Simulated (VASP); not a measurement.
Input of a VASP 6.6.1 run:

The input INCAR:

```
ALGO = Normal
EDIFF = 1E-6
ENCUT = 500
GGA = PS
GGA_COMPAT = False
ISIF = 2
ISMEAR = 0
LASPH = True
LCHARG = False
LREAL = False
LWAVE = False
NBANDS = 8
NELM = 120
PREC = Accurate
SIGMA = 0.1
```

Contents of KPOINTS:

```
k-points
0
Gamma
  16 16 16
```

The input POSCAR:

```
Al
1.0
    2.7193063248      0.0000000000      0.0000000000
    0.0000000000      2.7193063248      0.0000000000
    0.0000000000      0.0000000000      2.7193063248
Al
1
Direct
    0.0000000000      0.0000000000      0.0000000000
```

Potentials or basis: VASP PAW PBE potentials, release 64 (Al).

The run is started by

```bash
$ cat potpaw_PBE.64/Al/POTCAR > POTCAR
$ mpirun -np 1 vasp_std > vasp.out
```

**Question.** Estimate the pressure.

**Answer.** -1.1 GPa.

**Question.** What does it give for the band gap on the k mesh?

**Answer.** Zero (an odd number of electrons rules out a gap without spin polarisation).

Caveat: the PAW data sets were made with another functional, which shifts forces and pressure a little.
